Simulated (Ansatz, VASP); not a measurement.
**Al4BSbP2 in VASP and in Ansatz**

```
Al B Sb P
1.0
     3.65906   -3.88258    0.00000
     3.65906    3.88258    0.00000
     0.00000    0.00000    5.89597
Al B Sb P
4 1 1 2
Direct
  0.21123 0.21123 0.26478
  0.78877 0.78877 0.26478
  0.78992 0.21008 0.75048
  0.21008 0.78992 0.75048
  0.00000 0.00000 0.99291
  0.50000 0.50000 0.98414
  0.00000 0.50000 0.49681
  0.50000 0.00000 0.49681
```

Change from the starting cell: the structure that the rattled cell fell into.

Alike in both runs: task relaxation of cell and atoms; functional PBE; k mesh 6 × 6 × 6; occupations gaussian, width 0.1 eV; no spin polarisation.

```csv
,VASP,Ansatz
version,VASP 6.6.1,Ansatz 0.2.0
potentials or method,"VASP PAW PBE potentials, release 64 (Al, B, Sb, P), cutoff 600 eV","scalar-relativistic, plane waves, PAW"
valence electrons in the cell,30,40
```

```tsv
	VASP	Ansatz	Ansatz less VASP
gap on the k mesh at the Fermi level, each at its own relaxed structure (eV)	none	none	-
relaxed volume (Å³/atom)	20.96	20.95	-0.010
relaxed length of the cell vector where the two differ most in proportion (Å)	5.915	5.912	-0.0037
```

A gap of «none» marks a metal or a gap that the smearing closes. VASP's potentials hold 30 valence electrons a cell and Ansatz's 40, so a difference there can come from the potentials and not from the codes.

Spin-orbit coupling is off throughout.
